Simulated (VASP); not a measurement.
Here is a VASP 6.6.1 calculation.

INCAR

```
ALGO = Normal ; EDIFF = 1E-6
ENCUT = 520 ; GGA = PS
ISIF = 2 ; ISMEAR = 0
ISPIN = 2 ; LASPH = True
LCHARG = False ; LMAXMIX = 6
LORBIT = 11 ; LREAL = False
LWAVE = False ; MAGMOM = 7 0 0 0
NBANDS = 38 ; NELM = 150
PREC = Accurate ; SIGMA = 0.05
```

File KPOINTS:

```
k-points
0
Gamma
  8 8 8
```

The input POSCAR:

```
GdCu3
1.0
    4.0361002085      0.0000000000      0.0000000000
    0.0000000000      4.0361002085      0.0000000000
    0.0000000000      0.0000000000      4.0361002085
Gd Cu
1 3
Direct
    0.0000000000      0.0000000000      0.0000000000
    0.0000000000      0.5000000000      0.5000000000
    0.5000000000      0.5000000000      0.0000000000
    0.5000000000      0.0000000000      0.5000000000
```

Potentials or basis: VASP PAW PBE potentials, release 64 (Gd, Cu).

Command:

```console
$ cat potpaw_PBE.64/Gd/POTCAR potpaw_PBE.64/Cu/POTCAR > POTCAR
$ mpirun -np 1 vasp_std > vasp.out
```

What does it give for the pressure?

0.3 GPa.

Predict the site moments.

Gd +6.87; Cu +0.05 μB.

Predict the net moment.

7.42 μB per cell.

Caveat: the PAW data sets were made with another functional, which shifts forces and pressure a little. The state reached can hang on the start; a lower one may exist.
